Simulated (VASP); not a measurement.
# In2O3 (R-3c) in VASP: notebook

In2O3 is run at these levels: PBEsol; tasks: relaxation of cell and atoms, single point.

Everything below comes from runs of VASP 6.6.1. Logs are shortened: lines on timing, memory, paths and dates and some standing lists are left out, and cuts for length are marked.

## Step 1: The cell of the first run

The structure is trigonal, space group R-3c (No. 167). The conventional cell has a = 5.516 Å, b = 5.516 Å, c = 14.591 Å, α = 90.00°, β = 90.00°, γ = 120.00°. In (site symmetry 3) has 6 O at 2.13 to 2.26 Å within 2.8 Å. Within 3.2 Å of O (site symmetry 2) lie 4 In at 2.13 to 2.26 Å and 8 O at 2.83 to 3.12 Å.

## Step 2: Relaxation of cell and atoms, PBEsol

File INCAR:

```
SYSTEM = In2O3
PREC = Accurate
ENCUT = 600
EDIFF = 1E-6
ISMEAR = 0
SIGMA = 0.02
LREAL = .FALSE.
LASPH = .TRUE.
NELM = 100
ALGO = Normal
ISIF = 3
LWAVE = .FALSE.
LCHARG = .FALSE.
GGA = PS
IBRION = 2
NSW = 100
EDIFFG = -0.005
KPAR = 4
```

File KPOINTS:

```
regular mesh
0
G
  6 6 6
  0 0 0
```

File POSCAR:

```
In2O3
1.0
    2.7581043173      1.5923922700      4.8636867567
   -2.7581043173      1.5923922700      4.8636867567
    0.0000000000     -3.1847845400      4.8636867567
In O
4 6
Direct
    0.6428840000      0.6428840000      0.6428840000
    0.8571160000      0.8571160000      0.8571160000
    0.3571160000      0.3571160000      0.3571160000
    0.1428840000      0.1428840000      0.1428840000
    0.0464953000      0.7500000000      0.4535047000
    0.7500000000      0.4535047000      0.0464953000
    0.4535047000      0.0464953000      0.7500000000
    0.9535047000      0.2500000000      0.5464953000
    0.5464953000      0.9535047000      0.2500000000
    0.2500000000      0.5464953000      0.9535047000
```

Potentials or basis: VASP PAW PBE potentials, release 64 (In_d, O).

The run is started by

```bash
> cat potpaw_PBE.64/In_d/POTCAR potpaw_PBE.64/O/POTCAR > POTCAR
> mpirun -np 4 vasp_std > vasp.out
```

OUTCAR:

```text
SYSTEM = In2O3
   PREC = Accurate
   ENCUT = 600
   EDIFF = 1E-6
   ISMEAR = 0
   LREAL = .FALSE.
   LASPH = .TRUE.
   NELM = 100
   ISIF = 3
   GGA = PS
   IBRION = 2
   NSW = 100
   EDIFFG = -0.005

 ion  position               nearest neighbor table
   1  0.643  0.643  0.643-  10 2.13   9 2.13   8 2.13   6 2.26   5 2.26   7 2.26   2 3.13   3 3.26
                             3 3.26   3 3.26   2 3.63   2 3.63   2 3.63   4 4.01   4 4.01   4 4.01
   2  0.857  0.857  0.857-   8 2.13   9 2.13  10 2.13   6 2.26   5 2.26   7 2.26   1 3.13   4 3.26
                             4 3.26   4 3.26   1 3.63   1 3.63   1 3.63   3 4.01   3 4.01   3 4.01
   3  0.357  0.357  0.357-   6 2.13   7 2.13   5 2.13   8 2.26  10 2.26   9 2.26   4 3.13   1 3.26
                             1 3.26   1 3.26   4 3.63   4 3.63   4 3.63   2 4.01   2 4.01   2 4.01
   4  0.143  0.143  0.143-   5 2.13   7 2.13   6 2.13   8 2.26  10 2.26   9 2.26   3 3.13   2 3.26
                             2 3.26   2 3.26   3 3.63   3 3.63   3 3.63   1 4.01   1 4.01   1 4.01
   5  0.046  0.750  0.454-   4 2.13   3 2.13   1 2.26   2 2.26
   6  0.750  0.454  0.046-   3 2.13   4 2.13   1 2.26   2 2.26
   7  0.454  0.046  0.750-   3 2.13   4 2.13   1 2.26   2 2.26
   8  0.954  0.250  0.546-   2 2.13   1 2.13   3 2.26   4 2.26
   9  0.546  0.954  0.250-   1 2.13   2 2.13   3 2.26   4 2.26
  10  0.250  0.546  0.954-   1 2.13   2 2.13   3 2.26   4 2.26

  LATTYP: Found a trigonal (rhomboedric) cell.
 ALAT       =     5.8136306585
 COS(alpha) =     0.5498507853

  Lattice vectors:

 A1 = (   2.7581043173,   1.5923922700,   4.8636867567)
 A2 = (  -2.7581043173,   1.5923922700,   4.8636867567)
 A3 = (   0.0000000000,  -3.1847845400,   4.8636867567)

Analysis of symmetry for initial positions (statically):
=====================================================================
 Subroutine PRICEL returns:
 Original cell was already a primitive cell.

 Routine SETGRP: Setting up the symmetry group for a
 trigonal (rhombohedral) supercell.

 Subroutine GETGRP returns: Found 12 space group operations
 (whereof  6 operations were pure point group operations)
 out of a pool of 12 trial point group operations.

The static configuration has the point symmetry S_6 .
 The point group associated with its full space group is D_3d.

Analysis of symmetry for dynamics (positions and initial velocities):
=====================================================================
 Subroutine PRICEL returns:
 Original cell was already a primitive cell.

 Routine SETGRP: Setting up the symmetry group for a
 trigonal (rhombohedral) supercell.

 Subroutine GETGRP returns: Found 12 space group operations
 (whereof  6 operations were pure point group operations)
 out of a pool of 12 trial point group operations.

The dynamic configuration has the point symmetry S_6 .
 The point group associated with its full space group is D_3d.

 Subroutine INISYM returns: Found 12 space group operations
 (whereof  6 operations are pure point group operations),
 and found     1 'primitive' translations

----------------------------------------------------------------------------------------

                                     Primitive cell

  volume of cell :     128.1674

  direct lattice vectors                    reciprocal lattice vectors
     2.758104317  1.592392270  4.863686757     0.181283934  0.104664328  0.068535115
    -2.758104317  1.592392270  4.863686757    -0.181283934  0.104664328  0.068535115
     0.000000000 -3.184784540  4.863686757     0.000000000 -0.209328656  0.068535115

  length of vectors
     5.813630659  5.813630659  5.813630659     0.220262453  0.220262453  0.220262453

  position of ions in fractional coordinates (direct lattice)
     0.642884000  0.642884000  0.642884000
     0.857116000  0.857116000  0.857116000
     0.357116000  0.357116000  0.357116000
     0.142884000  0.142884000  0.142884000
     0.046495300  0.750000000  0.453504700
     0.750000000  0.453504700  0.046495300
     0.453504700  0.046495300  0.750000000
     0.953504700  0.250000000  0.546495300
     0.546495300  0.953504700  0.250000000
     0.250000000  0.546495300  0.953504700

  ion indices of the primitive-cell ions
   primitive index   ion index
                 1           1
                 2           2
                 3           3
                 4           4
                 5           5
                 6           6
                 7           7
                 8           8
                 9           9
                10          10

----------------------------------------------------------------------------------------

 KPOINTS: regular mesh

Automatic generation of k-mesh.
 Grid dimensions read from file:
 generate k-points for:    6    6    6

 Generating k-lattice:

  Cartesian coordinates                     Fractional coordinates (reciprocal lattice)
     0.030213989  0.017444055  0.011422519     0.166666667 -0.000000000  0.000000000
    -0.030213989  0.017444055  0.011422519    -0.000000000  0.166666667  0.000000000
     0.000000000 -0.034888109  0.011422519     0.000000000  0.000000000  0.166666667

  Length of vectors
     0.036710409  0.036710409  0.036710409

  Shift w.r.t. Gamma in fractional coordinates (k-lattice)
     0.000000000  0.000000000  0.000000000

 Subroutine IBZKPT returns following result:
 ===========================================

 Found     32 irreducible k-points:

 Following reciprocal coordinates:
            Coordinates               Weight
  0.000000  0.000000  0.000000      1.000000
  0.166667  0.000000 -0.000000      6.000000
  0.333333  0.000000  0.000000      6.000000
  0.500000  0.000000  0.000000      3.000000
  0.166667  0.166667 -0.000000      6.000000
  0.333333  0.166667  0.000000     12.000000
[... 16 lines left out ...]
  0.500000  0.500000  0.166667      6.000000
 -0.333333  0.500000  0.166667     12.000000
 [... further k-points ...]
   k-points           NKPTS =     32   k-points in BZ     NKDIM =     32   number of bands    NBANDS=     52
   number of dos      NEDOS =    301   number of ions     NIONS =     10
   total plane-waves  NPLWV = 110592
   dimension x,y,z NGX =    48 NGY =   48 NGZ =   48
   dimension x,y,z NGXF=    96 NGYF=   96 NGZF=   96
   ions per type =               4   6
   NGX,Y,Z   is equivalent  to a cutoff of  13.73, 13.73, 13.73 a.u.
   NGXF,Y,Z  is equivalent  to a cutoff of  27.45, 27.45, 27.45 a.u.
 SYSTEM =  In2O3
   PREC   = accura    normal or accurate (medium, high low for compatibility)
   ISTART =      0    job   : 0-new  1-cont  2-samecut
   ICHARG =      2    charge: 1-file 2-atom 10-const
   ISPIN  =      1    spin polarized calculation?
   LNONCOLLINEAR =      F non collinear calculations
   LSORBIT =      F    spin-orbit coupling
   LASPH  =      T    aspherical Exc in radial PAW
   ENCUT  =  600.0 eV  44.10 Ry    6.64 a.u.  11.61 11.61 11.61*2*pi/ulx,y,z
   NELM   =    100;   NELMIN=  2; NELMDL= -5     # of ELM steps
   EDIFF  = 0.1E-05   stopping-criterion for ELM
   LREAL  =      F    real-space projection
   EDIFFG = -.5E-02   stopping-criterion for IOM
   NSW    =    100    number of steps for IOM
   IBRION =      2    ionic relax: 0-MD 1-quasi-New 2-CG
   NFREE  =      1    steps in history (QN), initial steepest desc. (CG)
   ISIF   =      3    stress and relaxation
   ISYM   =      2    0-nonsym 1-usesym 2-fastsym
   POTIM  = 0.5000    time-step for ionic-motion
   TEBEG  =    0.0;   TEEND  =   0.0 temperature during run
   PSTRESS=    0.0 pullay stress
   NELECT =      88.0000    total number of electrons
   NUPDOWN=      -1.0000    fix difference up-down
   EMIN   =  10.00;   EMAX   =-10.00  energy-range for DOS
   EFERMI =   0.00;   METHOD = LEGACY
   ISMEAR =     0;   SIGMA  =   0.02  broadening in eV -4-tet -1-fermi 0-gaus
   EFERMI_NEDOS =   21; number of points for ismear=-14 and -15
   IALGO  =     38    algorithm
   IMIX   =      4    mixing-type and parameters
     AMIX     =   0.40;   BMIX     =  1.00
     AMIX_MAG =   1.60;   BMIX_MAG =  1.00
  volume/ion in A,a.u.               =      12.82        86.49
  Fermi-wavevector in a.u.,A,eV,Ry     =   1.444253  2.729242 28.379928  2.085866
  Thomas-Fermi vector in A             =   2.562569
   LORBIT       =      0    0 simple, 1 ext, 2 COOP (PROOUT), +10 PAW based schemes
   GGA     = PS    functional components
   LHFCALC =     F    Hartree Fock is set to
   AEXX    =    0.0000 exact exchange contribution
   IVDW    =     0    specifies the selected vdW correction
   LEPSILON=     F    determine dielectric tensor
   LRPA    =     F    only Hartree local field effects (RPA)
 conjugate gradient relaxation of ions
 non-spin polarized calculation
 Gauss-broadening in eV      SIGMA  =   0.02
  energy-cutoff  :      600.00
  volume of cell :      128.17
 maximum number of plane-waves:      4318
 NGX is ok and might be reduce to    48

--------------------------------------- Ionic step        1  -------------------------------------------

 number of electron      88.0000012 magnetization

 Free energy of the ion-electron system (eV)
  ---------------------------------------------------
  ext. energy  EPLUGINS =         0.00000000
  ---------------------------------------------------
  free energy    TOTEN  =       -59.40274270 eV

  energy without entropy =      -59.40274270  energy(sigma->0) =      -59.40274270

------------------------ aborting loop because EDIFF is reached ----------------------------------------

  FORCE on cell =-STRESS in cart. coord.  units (eV):
  Direction    XX          YY          ZZ          XY          YZ          ZX
  --------------------------------------------------------------------------------------
  -------------------------------------------------------------------------------------
  Total       -0.2174312     -0.2174312     -0.4785770      0.0000000      0.0000000      0.0000000
  in kB       -2.7180335     -2.7180335     -5.9825290      0.0000000      0.0000000      0.0000000
  external PRESSURE =      -3.8061987 kB  Pullay stress =       0.0000000 kB
[... 249 lines left out ...]
  energy  without entropy=      -59.4038700412  energy(sigma->0) =      -59.40387004

--------------------------------------- Ionic step        7  -------------------------------------------

 number of electron      88.0000016 magnetization

 Free energy of the ion-electron system (eV)
  ---------------------------------------------------
  ext. energy  EPLUGINS =         0.00000000
  ---------------------------------------------------
  free energy    TOTEN  =       -59.40388482 eV

  energy without entropy =      -59.40388482  energy(sigma->0) =      -59.40388482

 E-fermi :   5.4375     XC(G=0): -11.4388

 val. band max:        5.3222768914   @ k =   0.3333   0.0000   0.0000
 cond. band min:       6.4158756500   @ k =   0.0000   0.0000   0.0000
 fundamental gap:      1.0935987587
 Fermi energy:         5.4375172054

 k-point     1 :       0.0000    0.0000    0.0000
  band No.  band energies     occupation
      1     -12.2028      2.00000
      2     -11.2967      2.00000
      3     -11.2967      2.00000
      4     -11.0876      2.00000
      5     -11.0876      2.00000
      6     -11.0019      2.00000
[... 1309 lines left out ...]
     51      13.9584      0.00000
     52      14.6781      0.00000

 [... further k-points ...]

------------------------ aborting loop because EDIFF is reached ----------------------------------------

  FORCE on cell =-STRESS in cart. coord.  units (eV):
  Direction    XX          YY          ZZ          XY          YZ          ZX
  --------------------------------------------------------------------------------------
  -------------------------------------------------------------------------------------
  Total        0.0032231      0.0032231     -0.0177992     -0.0000000      0.0000000      0.0000000
  in kB        0.0404053      0.0404053     -0.2231355     -0.0000000      0.0000000      0.0000000
  external PRESSURE =      -0.0474416 kB  Pullay stress =       0.0000000 kB
[... 25 lines left out ...]
  FREE ENERGIE OF THE ION-ELECTRON SYSTEM (eV)
  ---------------------------------------------------
  free  energy   TOTEN  =       -59.4038848239 eV

  energy  without entropy=      -59.4038848239  energy(sigma->0) =      -59.40388482

 reached required accuracy - stopping structural energy minimisation
```

Wall time 7 min (4 MPI ranks of Intel Xeon Platinum 8259CL at 2.50GHz (Skylake/Cascade Lake), shared host); peak memory 0.46 GiB.

Results:

* Free energy: -59.4039 eV
* Relaxed volume: 12.78 Å³/atom
* Relaxed cell: a = 5.801 Å, b = 5.801 Å, c = 5.801 Å, α = 56.79°, β = 56.79°, γ = 56.79°
* Space group after relaxing (to 0.1 Å): R-3c (No. 167)
* Energy gained by relaxing: 0.1 meV/atom
* Ionic steps: 7
* Pressure after relaxing: 0.0 GPa
* Band gap on the k mesh: 1.09 eV (least direct gap 1.15 eV)

The path:
| step | energy change (eV) | largest force (eV/Å) | pressure (GPa) | volume (Å³) |
| --- | --- | --- | --- | --- |
| 1 | 0.0000 | 0.0374 | -0.38 | 128.17 |
| 2 | -0.0005 | 0.0318 | 0.34 | 127.60 |
| 3 | -0.0006 | 0.0209 | 0.11 | 127.79 |
| 4 | -0.0009 | 0.0255 | 0.03 | 127.83 |
| 5 | -0.0010 | 0.0292 | -0.04 | 127.86 |
| 6 | -0.0011 | 0.0078 | -0.01 | 127.82 |
| 7 | -0.0011 | 0.0008 | 0.00 | 127.80 |

Final structure:
```
CELL_PARAMETERS angstrom
2.75854 1.59264 4.84834
-2.75854 1.59264 4.84834
0.00000 -3.18529 4.84834
ATOMIC_POSITIONS crystal
In 0.64257 0.64257 0.64257
In 0.85743 0.85743 0.85743
In 0.35743 0.35743 0.35743
In 0.14257 0.14257 0.14257
O 0.04580 0.75000 0.45420
O 0.75000 0.45420 0.04580
O 0.45420 0.04580 0.75000
O 0.95420 0.25000 0.54580
O 0.54580 0.95420 0.25000
O 0.25000 0.54580 0.95420
```

Caveat: the PAW data sets were made with another functional, which shifts forces and pressure a little; spin-orbit coupling is left out, which moves the levels of the heavy elements. A k mesh can miss the band edges.

## Step 3: Single point, PBEsol

This run uses another cell than the first one: it holds 40 atoms, not 10.

File INCAR:

```
PREC     = Accurate       # precision mode
ENCUT    = 520            # plane-wave cutoff, eV
EDIFF    = 1E-6           # SCF threshold, eV
ISMEAR   = 0              # smearing method
SIGMA    = 0.02           # smearing width, eV
LREAL    = Auto         
LASPH    = T              # aspherical terms in the spheres
NELM     = 80             # most SCF steps
ALGO     = Normal         # electronic algorithm
ISIF     = 2              # what is computed and relaxed
LWAVE    = F              # write WAVECAR
LCHARG   = T              # write CHGCAR
GGA      = PS             # functional
LVHAR    = T            
NBANDS   = 202            # bands
KPAR     = 2
```

File KPOINTS:

```
Automatic mesh
0
Gamma
  2 2 2
  0.5 0.5 0.5
```

File POSCAR:

```
In2O3
1.0
   -5.5124373156     -3.1826071681      4.8456979816
    5.5124373156     -3.1826071681      4.8456979816
    0.0000000000      6.3652143361      4.8456979816
In O
16 24
Direct
    0.6425528069      0.6425528069      0.6425528069
    0.1425528069      0.1425528069      0.6425528069
    0.1425528069      0.6425528069      0.1425528069
    0.6425528069      0.1425528069      0.1425528069
    0.8574471931      0.8574471931      0.8574471931
    0.3574471931      0.3574471931      0.8574471931
    0.3574471931      0.8574471931      0.3574471931
    0.8574471931      0.3574471931      0.3574471931
    0.3574471931      0.3574471931      0.3574471931
    0.8574471931      0.8574471931      0.3574471931
    0.8574471931      0.3574471931      0.8574471931
    0.3574471931      0.8574471931      0.8574471931
    0.1425528069      0.1425528069      0.1425528069
    0.6425528069      0.6425528069      0.1425528069
    0.6425528069      0.1425528069      0.6425528069
    0.1425528069      0.6425528069      0.6425528069
    0.6020722244      0.2500000000      0.3979277756
    0.1020722244      0.7500000000      0.3979277756
    0.1020722244      0.2500000000      0.8979277756
    0.6020722244      0.7500000000      0.8979277756
    0.2500000000      0.3979277756      0.6020722244
    0.7500000000      0.8979277756      0.6020722244
    0.7500000000      0.3979277756      0.1020722244
    0.2500000000      0.8979277756      0.1020722244
    0.3979277756      0.6020722244      0.2500000000
    0.8979277756      0.1020722244      0.2500000000
    0.8979277756      0.6020722244      0.7500000000
    0.3979277756      0.1020722244      0.7500000000
    0.3979277756      0.7500000000      0.6020722244
    0.8979277756      0.2500000000      0.6020722244
    0.8979277756      0.7500000000      0.1020722244
    0.3979277756      0.2500000000      0.1020722244
    0.6020722244      0.3979277756      0.7500000000
    0.1020722244      0.8979277756      0.7500000000
    0.1020722244      0.3979277756      0.2500000000
    0.6020722244      0.8979277756      0.2500000000
    0.7500000000      0.6020722244      0.3979277756
    0.2500000000      0.1020722244      0.3979277756
    0.2500000000      0.6020722244      0.8979277756
    0.7500000000      0.1020722244      0.8979277756
```

Potentials or basis: VASP PAW PBE potentials, release 64 (In_d, O).

The run is started by

```bash
> cat potpaw_PBE.64/In_d/POTCAR potpaw_PBE.64/O/POTCAR > POTCAR
> mpirun -np 4 vasp_std > vasp.out
```

Run time: 2.4 min. Hardware: 4 MPI ranks of Intel Xeon Platinum 8259CL at 2.50GHz (Skylake/Cascade Lake), shared host; peak memory 0.38 GiB.

The run converged. Its results:

- Free energy: -237.6142 eV
- Pressure: 0.4 GPa
- Largest force: 0.013 eV/Å
- Band gap on the k mesh: 2.53 eV

Forces on the atoms (eV/Å):
```
In   0.000  0.000 -0.013
In   0.000  0.000 -0.013
In   0.000  0.000 -0.013
In   0.000  0.000 -0.013
In   0.000  0.000  0.013
In   0.000  0.000  0.013
In   0.000  0.000  0.013
In   0.000  0.000  0.013
In   0.000  0.000  0.013
In   0.000  0.000  0.013
In   0.000  0.000  0.013
In   0.000  0.000  0.013
In   0.000  0.000 -0.013
In   0.000  0.000 -0.013
In   0.000  0.000 -0.013
In   0.000  0.000 -0.013
O   -0.003 -0.005  0.000
O   -0.003 -0.005  0.000
O   -0.003 -0.005  0.000
O   -0.003 -0.005  0.000
O   -0.003  0.005  0.000
O   -0.003  0.005  0.000
O   -0.003  0.005  0.000
O   -0.003  0.005  0.000
O    0.005  0.000  0.000
O    0.005  0.000  0.000
O    0.005  0.000  0.000
O    0.005  0.000  0.000
O    0.003  0.005  0.000
O    0.003  0.005  0.000
O    0.003  0.005  0.000
O    0.003  0.005  0.000
O   -0.005  0.000  0.000
O   -0.005  0.000  0.000
O   -0.005  0.000  0.000
O   -0.005  0.000  0.000
O    0.003 -0.005  0.000
O    0.003 -0.005  0.000
O    0.003 -0.005  0.000
O    0.003 -0.005  0.000
```

Stress tensor (GPa, compression positive):
```
0.46 0.00 0.00
0.00 0.46 0.00
0.00 0.00 0.34
```

Levels at points of the mesh, in eV from the valence-band top:
```tsv
k point	band 173	band 174	band 175	band 176	band 177	band 178	band 179	band 180
(0.25, 0.25, 0.25)	-0.14	-0.14	-0.07	-0.07	2.53	4.73	4.73	4.73
```

Caveat: the PAW data sets were made with another functional, which shifts forces and pressure a little; spin-orbit coupling is left out, which moves the levels of the heavy elements; a shifted mesh leaves out Γ, where band edges can lie.
